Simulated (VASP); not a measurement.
**P: single point with r2SCAN**

The system is P.

```xyz
2
Lattice="2.4247 0.0000 0.0000 0.0000 2.4385 0.0000 -0.0203 0.0000 4.8524" Properties=species:S:1:pos:R:3 pbc="T T T"
P    -0.0113   -0.0187    3.6685
P     2.4075   -0.0001    1.1831
```

```yaml
Program: VASP 6.6.1
Task: single point
Functional: r2SCAN
Potentials_or_basis: VASP PAW PBE potentials, release 64 (P)
Cutoff: 520 eV
k_mesh: 10 × 10 × 5
Occupations: fermi-dirac, width 0.05 eV
Spin: no spin polarisation
```

```json
{
  "Pressure": "0.4 GPa",
  "Largest force": "0.070 eV/Å",
  "Band gap on the k mesh": "zero (bands 5 and 6 overlap by 9.82 eV)"
}
```

Forces in eV/Å, atoms in the order of the input:
```
P   -0.033  0.036 -0.051
P    0.033 -0.036  0.051
```

Stress tensor (GPa, compression positive):
```
 0.49 -0.01  0.35
-0.01 -0.71 -0.02
 0.35 -0.02  1.55
```

Levels at points of the mesh, in eV from the Fermi level:
```tsv
k point	band 1	band 2	band 3	band 4	band 5	band 6	band 7	band 8	band 9	band 10
(0.00, 0.00, 0.00)	-17.70	-13.04	-9.38	5.05	5.28	5.32	6.90	6.97	8.18	8.43
(0.50, 0.00, 0.00)	-13.06	-9.41	-7.90	-5.87	-5.79	1.04	8.16	8.42	9.62	11.11
(0.00, 0.50, 0.00)	-13.17	-9.40	-8.04	-5.91	-5.81	1.02	8.31	8.35	9.58	11.27
(0.50, 0.50, 0.00)	-8.06	-5.93	-5.83	-2.66	-2.58	-2.51	-1.48	1.01	4.77	4.80
```

Run time: 3.6 min on 1 thread of AMD EPYC 9755 128-Core Processor (shared host), peak memory 0.14 GiB.

Caveat: the PAW data sets were made with another functional, which shifts forces and pressure a little.
